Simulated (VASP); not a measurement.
A run of VASP 6.6.1 is set up as follows.

File INCAR:

```
SYSTEM = H9O4F
PREC     = Accurate       ! precision mode
ENCUT    = 520            ! plane-wave cutoff, eV
EDIFF    = 1E-6           ! SCF threshold, eV
ISMEAR   = -1             ! smearing method
SIGMA    = 0.02           ! smearing width, eV
LREAL    = .False.        ! projectors in reciprocal space
LASPH    = .True.         ! aspherical terms in the spheres
NELM     = 120            ! most SCF steps
ALGO     = Normal         ! electronic algorithm
ISIF     = 2              ! what is computed and relaxed
LWAVE    = .False.        ! write WAVECAR
LCHARG   = .False.        ! write CHGCAR
GGA      = CA             ! functional
NBANDS   = 33             ! bands
GGA_COMPAT= .False.
```

KPOINTS

```
regular mesh
0
Gamma
  1 1 1
  0 0 0
```

The input POSCAR:

```
H9O4F
1.0
    5.5331330000      0.0000000000      0.0000000000
    0.0000000000      5.5331330000      0.0000000000
    0.0000000000      0.0000000000      5.5331330000
O H F
4 9 1
Direct
    0.3091015524      0.7260082127      0.7187428894
    0.0853042932      0.8462294328      0.2237249674
    0.7108269402      0.4110871725      0.7683711922
    0.7249057632      0.1379869235      0.1109678730
    0.4165271285      0.8670675366      0.7377375530
    0.2601238756      0.7436112597      0.5467969051
    0.1815788632      0.7720219268      0.0887381525
   -0.0360013034      0.7099955848      0.2608467933
    0.7400328169      0.2154475593      0.9361784725
    0.5485138347      0.4859814503      0.7383339602
    0.7574912803      0.3160234898      0.2198031387
    0.8768630720      0.0475679873      0.1320228522
    0.8052942158      0.4303710032      0.6182753966
    0.7884321595      0.5073798154      0.2926551738
```

Potentials or basis: VASP PAW LDA potentials, release 64 (O, H, F).

Launch:

```console
$ cat potpaw_LDA.64/O/POTCAR potpaw_LDA.64/H/POTCAR potpaw_LDA.64/F/POTCAR > POTCAR
$ mpirun -np 1 vasp_gam > vasp.out
```

(1) What does it give for the band gap on the k mesh?

(2) Estimate the largest force.

(3) Estimate the pressure.

## Answers

(1) 5.01 eV.

(2) 1.504 eV/Å.

(3) -0.8 GPa.

Caveat: the k points lie up to 1.14 Å⁻¹ apart.
